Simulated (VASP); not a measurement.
# P (Cmce) in VASP: notebook, part 2 of 2

VASP 6.6.1. Earlier steps stand in the parts before.

### 3 Single point, r2SCAN+rVV10

This run uses another cell than the first one, of 19.64 Å³/atom.

Contents of POSCAR:

```
P
1.0
    1.6254735952     -5.3911768097      0.0000000000
    1.6254735952      5.3911768097      0.0000000000
    0.0000000000      0.0000000000      4.4822275814
P
4
Direct
    0.9041431300      0.0958568700      0.5888151700
    0.0958568700      0.9041431300      0.4111848300
    0.5958568700      0.4041431300      0.0888151700
    0.4041431300      0.5958568700      0.9111848300
```

Contents of INCAR.step1:

```
PREC = Accurate
ENCUT = 520
ISMEAR = -1
SIGMA = 0.05
LREAL = F
LASPH = T
NELM = 80
NBANDS = 18
GGA = PE
ALGO = Normal
EDIFF = 1E-4
LWAVE = T
LCHARG = F
```

Contents of INCAR.step2:

```
PREC = Accurate
ENCUT = 520
EDIFF = 1E-6
ISMEAR = -1
SIGMA = 0.05
LREAL = F
LASPH = T
NELM = 80
ALGO = Normal
ISIF = 2
LWAVE = F
LCHARG = F
METAGGA = R2SCAN
LMIXTAU = T
LUSE_VDW = T
IVDW_NL = 2
BPARAM = 11.95
CPARAM = 0.0093
NBANDS = 18
ISTART = 1
```

Contents of KPOINTS:

```
Automatic mesh
0
Gamma
  8 8 6
```

Potentials or basis: VASP PAW PBE potentials, release 64 (P).

Started as:

```bash
cat potpaw_PBE.64/P/POTCAR > POTCAR
cp INCAR.step1 INCAR
mpirun -np 1 vasp_std > vasp.out
cp INCAR.step2 INCAR
mpirun -np 1 vasp_std > vasp.out
```

It took 4.5 min on 1 thread of Intel Xeon 6975P-C (Granite Rapids), shared host; peak memory 0.52 GiB.

It converged, with:

| Quantity | Value |
| --- | --- |
| Free energy | -35.5569 eV |
| Pressure | 2.8 GPa |
| Largest force | 0.404 eV/Å |
| Band gap on the k mesh | 0.16 eV |

Forces in eV/Å, atoms in the order of the input:
```
P    0.000  0.313 -0.256
P    0.000 -0.313  0.256
P    0.000 -0.313 -0.256
P    0.000  0.313  0.256
```

Stress tensor (GPa, compression positive):
```
3.80 0.00 0.00
0.00 2.11 0.00
0.00 0.00 2.57
```

Levels at points of the mesh, in eV from the valence-band top:
```csv
k point,band 7,band 8,band 9,band 10,band 11,band 12,band 13,band 14
"(0.00, 0.00, 0.00)",-4.48,-3.09,-2.85,-1.38,0.61,1.20,2.21,3.09
"(0.50, 0.00, 0.00)",-3.71,-3.71,-2.85,-2.85,0.81,0.81,1.57,1.57
"(0.50, 0.50, 0.00)",-4.59,-2.67,-1.77,0.00,0.16,0.96,2.49,2.97
"(0.00, 0.00, 0.50)",-3.62,-3.62,-1.81,-1.81,1.79,1.79,3.13,3.13
"(0.50, 0.00, 0.50)",-5.68,-5.68,-2.00,-2.00,1.81,1.81,3.73,3.73
"(0.50, 0.50, 0.50)",-3.05,-3.05,-2.10,-2.10,1.65,1.65,2.92,2.92
```

Caveat: semilocal functionals underestimate gaps, and a narrow one can read as zero; the PAW data sets were made with another functional, which shifts forces and pressure a little. A k mesh can miss the band edges.

### 4 Single point, r2SCAN+rVV10

This run uses another cell than the first one, of 20.05 Å³/atom.

Contents of POSCAR:

```
P
1.0
    1.6366841122     -5.4283585144      0.0000000000
    1.6366841122      5.4283585144      0.0000000000
    0.0000000000      0.0000000000      4.5131404726
P
4
Direct
    0.9041431300      0.0958568700      0.5888151700
    0.0958568700      0.9041431300      0.4111848300
    0.5958568700      0.4041431300      0.0888151700
    0.4041431300      0.5958568700      0.9111848300
```

Contents of INCAR.step1:

```
SYSTEM = P
PREC     = Accurate       ! precision mode
ENCUT    = 520            ! plane-wave cutoff, eV
ISMEAR   = -1             ! smearing method
SIGMA    = 0.05           ! smearing width, eV
LREAL    = .FALSE.        ! projectors in reciprocal space
LASPH    = .TRUE.         ! aspherical terms in the spheres
NELM     = 100            ! most SCF steps
NBANDS   = 18             ! bands
GGA      = PE             ! functional
ALGO     = Normal         ! electronic algorithm
EDIFF    = 1E-4           ! SCF threshold, eV
LWAVE    = .TRUE.         ! write WAVECAR
LCHARG   = .FALSE.        ! write CHGCAR
```

Contents of INCAR.step2:

```
SYSTEM = P
PREC     = Accurate       ! precision mode
ENCUT    = 520            ! plane-wave cutoff, eV
EDIFF    = 1E-6           ! SCF threshold, eV
ISMEAR   = -1             ! smearing method
SIGMA    = 0.05           ! smearing width, eV
LREAL    = .FALSE.        ! projectors in reciprocal space
LASPH    = .TRUE.         ! aspherical terms in the spheres
NELM     = 100            ! most SCF steps
ALGO     = Normal         ! electronic algorithm
ISIF     = 2              ! what is computed and relaxed
LWAVE    = .FALSE.        ! write WAVECAR
LCHARG   = .TRUE.         ! write CHGCAR
METAGGA  = R2SCAN         ! meta-GGA
LMIXTAU  = .TRUE.       
LUSE_VDW = .TRUE.       
IVDW_NL  = 2            
BPARAM   = 11.95        
CPARAM   = 0.0093       
LELF     = .TRUE.         ! ELF
LVHAR    = .TRUE.       
NBANDS   = 18             ! bands
ISTART   = 1
```

Contents of KPOINTS:

```
regular mesh
0
G
  8 8 6
  0 0 0
```

Potentials or basis: VASP PAW PBE potentials, release 64 (P).

Started as:

```bash
cat potpaw_PBE.64/P/POTCAR > POTCAR
cp INCAR.step1 INCAR
mpirun -np 1 vasp_std > vasp.out
cp INCAR.step2 INCAR
mpirun -np 1 vasp_std > vasp.out
```

OUTCAR:

```text
SYSTEM = P
   PREC = Accurate
   ENCUT = 520
   EDIFF = 1E-6
   ISMEAR = -1
   LREAL = .FALSE.
   LASPH = .TRUE.
   NELM = 100
   ISIF = 2
   METAGGA = R2SCAN
   IVDW_NL = 2
   BPARAM = 11.95
   ISTART = 1

 ion  position               nearest neighbor table
   1  0.904  0.096  0.589-   4 2.19   4 2.19   2 2.23
   2  0.096  0.904  0.411-   3 2.19   3 2.19   1 2.23
   3  0.596  0.404  0.089-   2 2.19   2 2.19   4 2.23
   4  0.404  0.596  0.911-   1 2.19   1 2.19   3 2.23

  LATTYP: Found a base centered orthorhombic cell.
[... 707 lines left out ...]
  Direction    XX          YY          ZZ          XY          YZ          ZX
  --------------------------------------------------------------------------------------
  -------------------------------------------------------------------------------------
  Total        0.7400241      0.3377808      0.4313823      0.0000000      0.0000000      0.0000000
  in kB       14.7847567      6.7484397      8.6184799      0.0000000      0.0000000      0.0000000
  external PRESSURE =      10.0505588 kB  Pullay stress =       0.0000000 kB

 VOLUME and BASIS-vectors are now :
 -----------------------------------------------------------------------------
  energy-cutoff  :      520.00
  volume of cell :       80.19
      direct lattice vectors                 reciprocal lattice vectors
     1.636684112 -5.428358514  0.000000000     0.305495725 -0.092108876  0.000000000
     1.636684112  5.428358514  0.000000000     0.305495725  0.092108876  0.000000000
     0.000000000  0.000000000  4.513140473     0.000000000  0.000000000  0.221575199

 POSITION                                       TOTAL-FORCE (eV/Angst)
 -----------------------------------------------------------------------------------
      1.63668     -4.38767      2.65741         0.000000      0.169106     -0.139453
      1.63668      4.38767      1.85573         0.000000     -0.169106      0.139453
      1.63668     -1.04069      0.40084         0.000000     -0.169106     -0.139453
      1.63668      1.04069      4.11231         0.000000      0.169106      0.139453
 -----------------------------------------------------------------------------------
    total drift:                               -0.000000     -0.000000      0.000000

  FREE ENERGIE OF THE ION-ELECTRON SYSTEM (eV)
  ---------------------------------------------------
  free  energy   TOTEN  =       -35.5767395030 eV

  energy  without entropy=      -35.5765051999  energy(sigma->0) =      -35.57662235
```

OUTCAR.step1:

```text
SYSTEM = P
   PREC = Accurate
   ENCUT = 520
   ISMEAR = -1
   LREAL = .FALSE.
   LASPH = .TRUE.
[... 735 lines left out ...]
      1.63668      4.38767      1.85573         0.000000     -0.269658      0.372904
      1.63668     -1.04069      0.40084         0.000000     -0.269658     -0.372904
      1.63668      1.04069      4.11231         0.000000      0.269658      0.372904
 -----------------------------------------------------------------------------------
    total drift:                               -0.000000     -0.000000      0.000000

  FREE ENERGIE OF THE ION-ELECTRON SYSTEM (eV)
  ---------------------------------------------------
  free  energy   TOTEN  =       -21.4651936907 eV

  energy  without entropy=      -21.4647243411  energy(sigma->0) =      -21.46495902
```

Run time: 4.5 min. Hardware: 1 thread of Intel Xeon 6975P-C (Granite Rapids), shared host; peak memory 0.51 GiB.

What came out:

| Item | Value |
| --- | --- |
| Free energy | -35.5767 eV |
| Pressure | 1.0 GPa |
| Largest force | 0.219 eV/Å |
| Band gap on the k mesh | 0.19 eV |

Forces in eV/Å, atoms in the order of the input:
```
P    0.000  0.169 -0.139
P    0.000 -0.169  0.139
P    0.000 -0.169 -0.139
P    0.000  0.169  0.139
```

Stress tensor (GPa, compression positive):
```
1.48 0.00 0.00
0.00 0.67 0.00
0.00 0.00 0.86
```

Caveat: semilocal functionals underestimate gaps, and a narrow one can read as zero; the PAW data sets were made with another functional, which shifts forces and pressure a little. A k mesh can miss the band edges.

### 5 Single point, r2SCAN+rVV10

This run uses another cell than the first one, of 20.46 Å³/atom.

Contents of POSCAR:

```
P
1.0
    1.6477431241     -5.4650377251      0.0000000000
    1.6477431241      5.4650377251      0.0000000000
    0.0000000000      0.0000000000      4.5436355900
P
4
Direct
    0.9041431300      0.0958568700      0.5888151700
    0.0958568700      0.9041431300      0.4111848300
    0.5958568700      0.4041431300      0.0888151700
    0.4041431300      0.5958568700      0.9111848300
```

Contents of INCAR.step1:

```
PREC = Accurate ; ENCUT = 520
ISMEAR = -1 ; SIGMA = 0.05
LREAL = False ; LASPH = True
NELM = 60 ; NBANDS = 18
GGA = PE ; ALGO = Normal
EDIFF = 1E-4 ; LWAVE = True
LCHARG = False
```

Contents of INCAR.step2:

```
PREC = Accurate ; ENCUT = 520
EDIFF = 1E-6 ; ISMEAR = -1
SIGMA = 0.05 ; LREAL = False
LASPH = True ; NELM = 60
ALGO = Normal ; ISIF = 2
LWAVE = False ; LCHARG = False
METAGGA = R2SCAN ; LMIXTAU = True
LUSE_VDW = True ; IVDW_NL = 2
BPARAM = 11.95 ; CPARAM = 0.0093
NBANDS = 18 ; ISTART = 1
```

Contents of KPOINTS:

```
regular mesh
0
Gamma
  8 8 6
```

Started as:

```bash
cat potpaw_PBE.64/P/POTCAR > POTCAR
cp INCAR.step1 INCAR
mpirun -np 1 vasp_std > vasp.out
cp INCAR.step2 INCAR
mpirun -np 1 vasp_std > vasp.out
```

Run time: 4.7 min. Hardware: 1 thread of Intel Xeon 6975P-C (Granite Rapids), shared host; peak memory 0.52 GiB.

It converged, with:

| Quantity | Value |
| --- | --- |
| Free energy | -35.5789 eV |
| Pressure | -0.6 GPa |
| Largest force | 0.048 eV/Å |
| Band gap on the k mesh | 0.23 eV |

Forces in eV/Å, atoms in the order of the input:
```
P    0.000  0.036 -0.032
P    0.000 -0.036  0.032
P    0.000 -0.036 -0.032
P    0.000  0.036  0.032
```

Levels at points of the mesh, in eV from the valence-band top:
```tsv
k point	band 6	band 7	band 8	band 9	band 10	band 11	band 12	band 13	band 14	band 15
(0.00, 0.00, 0.00)	-5.10	-4.34	-2.94	-2.77	-1.30	0.67	1.24	2.14	3.00	5.72
(0.50, 0.00, 0.00)	-5.92	-3.59	-3.59	-2.75	-2.75	0.84	0.84	1.64	1.64	3.56
(0.50, 0.50, 0.00)	-5.69	-4.44	-2.61	-1.69	0.00	0.23	0.99	2.38	2.88	5.45
(0.00, 0.00, 0.50)	-4.61	-3.51	-3.51	-1.76	-1.76	1.69	1.69	3.08	3.08	4.88
(0.50, 0.00, 0.50)	-5.98	-5.52	-5.52	-1.93	-1.93	1.84	1.84	3.66	3.66	5.29
(0.50, 0.50, 0.50)	-3.54	-2.95	-2.95	-2.07	-2.07	1.63	1.63	2.82	2.82	3.34
```

Caveat: semilocal functionals underestimate gaps, and a narrow one can read as zero; the PAW data sets were made with another functional, which shifts forces and pressure a little. A k mesh can miss the band edges.

### 6 The runs side by side

```csv
cell,gap on the mesh (eV),pressure (GPa),largest force (eV/Å)
"a = 5.592, b = 5.592, c = 4.451 Å, angles 90.0, 90.0, 146.4°, 4 atoms",0.14,4.9,0.60
"a = 5.631, b = 5.631, c = 4.482 Å, angles 90.0, 90.0, 146.4°, 4 atoms",0.16,2.8,0.40
"a = 5.670, b = 5.670, c = 4.513 Å, angles 90.0, 90.0, 146.4°, 4 atoms",0.19,1.0,0.22
"a = 5.708, b = 5.708, c = 4.544 Å, angles 90.0, 90.0, 146.4°, 4 atoms",0.23,-0.6,0.05
```

Alike in all rows: task single point; level r2SCAN+rVV10; potentials or basis VASP PAW PBE potentials, release 64 (P); no spin polarisation; k mesh 8 × 8 × 6; cutoff (eV) 520; smearing fermi-dirac 0.05 eV.

Caveats: semilocal functionals underestimate gaps, and a narrow one can read as zero; the PAW data sets were made with another functional, which shifts forces and pressure a little; the cell stands under pressure (at least some runs).

Absolute energies hang on the potentials; compare differences alone.
